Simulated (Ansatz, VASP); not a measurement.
BN: VASP beside Ansatz

```
B N
1.0
     2.48226    0.00000    0.00000
    -1.24113    2.14970    0.00000
     0.00000    0.00000    6.87363
B N
2 2
Direct
  0.00000 0.00000 0.88154
  0.33333 0.66667 0.45397
  0.33333 0.66667 0.04182
  0.66667 0.33333 0.62268
```

Alike in both runs: task relaxation of cell and atoms; functional PBE; k mesh 6 × 6 × 4; occupations gaussian, width 0.1 eV; no spin polarisation.

```csv
,VASP,Ansatz
version,VASP 6.6.1,Ansatz 0.2.0
potentials or method,"VASP PAW PBE potentials, release 64 (B_h, N_h), cutoff 1330 eV","scalar-relativistic, plane waves, PAW"
valence electrons in the cell,16,16
```

```tsv
	VASP	Ansatz	Ansatz less VASP
gap on the k mesh at the Fermi level, each at its own relaxed structure (eV)	4.51	4.53	+0.015
relaxed volume (Å³/atom)	10.79	10.73	-0.062
relaxed length of the cell vector where the two differ most in proportion (Å)	7.901	7.855	-0.0456
```

The k mesh is coarse, so the values compare programs but aren't converged. Noted on VASP's run: the volume moved by over 15 % at a fixed basis, so the end points are rough.
